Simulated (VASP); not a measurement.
# Ru: single point with PBE+D3(BJ)

The system is Ru, a slab with vacuum.

```
Ru
1.0
     5.39519    0.00000    0.00000
    -2.69759    4.67237    0.00000
     0.00000    0.00000   25.26783
Ru
16
Direct
  0.33333 0.16667 0.31661
  0.33333 0.66667 0.31661
  0.83333 0.16667 0.31661
  0.83333 0.66667 0.31661
  0.16667 0.33333 0.40102
  0.16667 0.83333 0.40102
  0.66667 0.33333 0.40102
  0.66667 0.83333 0.40102
  0.33354 0.16633 0.48447
  0.33340 0.66758 0.48450
  0.83415 0.16731 0.48507
  0.83488 0.66773 0.48441
  0.16786 0.33424 0.57049
  0.16740 0.83406 0.56809
  0.66756 0.33441 0.57045
  0.66730 0.83399 0.57048
```

- Program: VASP 6.6.1
- Task: single point
- Functional: PBE
- Dispersion: D3(BJ)
- Potentials or basis: VASP PAW PBE potentials, release 64 (Ru_pv)
- Cutoff: 400 eV
- k mesh: 4 × 4 × 1
- Occupations: gaussian, width 0.1 eV
- Spin: no spin polarisation

```
Largest force              : 0.996 eV/Å
Band gap on the k mesh     : zero (bands 112 and 113 overlap by 1.21 eV)
Dispersion energy per atom : -0.459 eV
```

Forces on the atoms (eV/Å):
```
Ru  -0.001  0.017  0.576
Ru   0.015 -0.009  0.576
Ru   0.000 -0.001  0.540
Ru  -0.016 -0.009  0.575
Ru  -0.034 -0.013 -0.751
Ru   0.013  0.011 -0.866
Ru   0.052 -0.018 -0.751
Ru   0.001  0.061 -0.750
Ru  -0.004  0.188  0.952
Ru   0.168 -0.096  0.943
Ru  -0.016 -0.011  0.847
Ru  -0.174 -0.105  0.975
Ru   0.006  0.002 -0.864
Ru  -0.001 -0.003 -0.275
Ru  -0.010  0.000 -0.861
Ru   0.000 -0.014 -0.866
```

Levels at points of the mesh, in eV from the Fermi level:
| k point | band 110 | band 111 | band 112 | band 113 | band 114 | band 115 | band 116 | band 117 | band 118 | band 119 |
| --- | --- | --- | --- | --- | --- | --- | --- | --- | --- | --- |
| (0.00, 0.00, 0.00) | 0.22 | 0.95 | 0.96 | 1.04 | 1.08 | 1.08 | 1.14 | 1.17 | 1.18 | 1.38 |
| (0.50, 0.00, 0.00) | -0.64 | -0.49 | -0.48 | -0.06 | -0.05 | -0.05 | -0.03 | 0.02 | 0.03 | 0.15 |
| (0.00, 0.50, 0.00) | -0.64 | -0.49 | -0.48 | -0.06 | -0.05 | -0.04 | -0.03 | 0.02 | 0.03 | 0.15 |
| (0.50, 0.50, 0.00) | -0.64 | -0.49 | -0.48 | -0.06 | -0.05 | -0.05 | -0.03 | 0.02 | 0.03 | 0.15 |

It took 57 min on 1 thread of Intel(R) Xeon(R) Platinum 8488C (Sapphire Rapids) (shared host), peak memory 0.7 GiB.
